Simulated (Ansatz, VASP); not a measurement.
**Re in VASP and in Ansatz**

File INCAR:

```
ALGO = Normal ; EDIFF = 1E-7
ENCUT = 520 ; GGA = PS
ISIF = 2 ; ISMEAR = -1
LASPH = True ; LCHARG = False
LREAL = False ; LWAVE = False
NBANDS = 14 ; NELM = 100
PREC = Accurate ; SIGMA = 0.1
```

Contents of KPOINTS:

```
k-points
0
Gamma
  17 17 8
```

POSCAR

```
Re
1.0
   -1.8741618385      1.5397811892      1.3738730594
    1.5397811892     -1.8741618385      1.3738730594
    3.4694237295      3.4694237295     -1.9862918309
Re
2
Direct
    0.9583254459      0.0416745541      1.0000000000
    0.7916745541      0.2083254459      0.5000000000
```

Input for Ansatz:

```yaml
crystal:
  lattice:
    - [-1.8741618385, 1.5397811892, 1.3738730594]
    - [1.5397811892, -1.8741618385, 1.3738730594]
    - [3.4694237295, 3.4694237295, -1.9862918309]
  atoms:
    - { symbol: Re, position: [0.9583254459, 0.0416745541, 1.0] }
    - { symbol: Re, position: [0.7916745541, 0.2083254459, 0.5] }
hamiltonian:
  xc: pbesol
  pseudopotentials:
    kind: paw
    azcp:
      Re: "pseudopotentials/Re.paw.azcp"
basis:
  ecutwfc: 420
  fft_grid_basis: typed
kpoints:
  mp_grid: { grid: [17, 17, 8], shift: [0, 0, 0] }
magnetization:
  spin_polarized: false
scf:
  occupations: { method: fermi_dirac, width: 0.1 }
  lower_state_search: "off"
output:
  stress: true
  write_density: true
  write_potential: true
  elf: true
  volumetric_format: npy
```

Alike in both runs: task single point; functional PBEsol; k mesh 17 × 17 × 8; occupations fermi-dirac, width 0.1 eV; no spin polarisation.

|  | VASP | Ansatz |
| --- | --- | --- |
| version | VASP 6.6.1 | Ansatz 0.2.0 |
| potentials or method | VASP PAW PBE potentials, release 64 (Re), cutoff 520 eV | plane waves (420 eV) with PAW, scalar-relativistic |
| valence electrons in the cell | 14 | 30 |

|  | VASP | Ansatz | Ansatz less VASP |
| --- | --- | --- | --- |
| pressure (GPa) | -14.3 | -14.0 | +0.31 |
| traceless stress, the component that is largest in VASP (GPa) | -0.16 | -0.09 | +0.069 |

VASP's potentials were made for PBE, not for PBEsol, and Ansatz warns of the same on its side. VASP's potentials hold 14 valence electrons a cell and Ansatz's 30, so a difference there can come from the potentials and not from the codes.

Spin-orbit coupling is off throughout.
